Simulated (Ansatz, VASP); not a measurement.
**Two plane-wave programs on BN**

```
CELL_PARAMETERS angstrom
0.00000 1.74583 1.74583
1.74583 0.00000 1.74583
1.74583 1.74583 0.00000
ATOMIC_POSITIONS crystal
B 0.00000 0.00000 0.00000
N 0.50000 0.50000 0.50000
```

Alike in both runs: task single point; functional r2SCAN0; k mesh 8 × 8 × 8; no spin polarisation.

```csv
,VASP,Ansatz
version,VASP 6.6.1,Ansatz 0.2.0
potentials or method,"VASP PAW PBE potentials, release 64 (B, N)","plane waves, PAW"
plane-wave cutoff (eV),520,500
occupations,"gaussian, width 0.01 eV",fixed
valence electrons in the cell,8,8
```

Ansatz gave:

```
gap on the k mesh at the Fermi level (eV) : 3.17
pressure (GPa)                            : -9.7
```

Estimate VASP's values.

gap on the k mesh at the Fermi level (eV): 3.17; pressure (GPa): -9.2.

VASP's potentials were made for PBE, not for r2SCAN0. Ansatz's warnings: stress exchange threshold loose, stress scf threshold loose.
